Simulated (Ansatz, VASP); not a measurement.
**Two plane-wave programs on TiSb**

```
Ti Sb
1.0
     4.11693    0.00000    0.00000
    -2.05847    3.56537    0.00000
     0.00000    0.00000    6.30448
Ti Sb
2 2
Cartesian
  0.0000 0.0000 0.0000
  0.0000 0.0000 3.1522
  0.0000 2.3769 1.5761
  2.0585 1.1885 4.7284
```

Change from the starting cell: volume scaled by 1.01, PAW files.

Alike in both runs: task electric field gradients; functional LDA; k mesh 12 × 12 × 7; occupations fermi-dirac, width 0.03 eV; no spin polarisation.

|  | VASP | Ansatz |
| --- | --- | --- |
| version | VASP 6.6.1 | Ansatz 0.2.0 |
| potentials or method | VASP PAW LDA potentials, release 64 (Ti_sv, Sb) | PAW with Ansatz's default frozen-core files, scalar-relativistic |
| plane-wave cutoff (eV) | 520 | 420 |
| valence electrons in the cell | 34 | 54 |

|  | VASP | Ansatz | Ansatz less VASP |
| --- | --- | --- | --- |
| pressure (GPa) | -8.9 | -9.2 | -0.23 |
| traceless stress, the component that is largest in VASP (GPa) | -0.41 | -0.44 | -0.029 |
| size of Vzz on the site where it differs most (V/Å²) | 51.1 | 54.4 | +3.30 |

LDA's correlation is that of Perdew and Zunger in VASP and of Perdew and Wang (1992) in Ansatz. VASP's potentials hold 34 valence electrons a cell and Ansatz's 54, so a difference there can come from the potentials and not from the codes.

Spin-orbit coupling is off throughout.
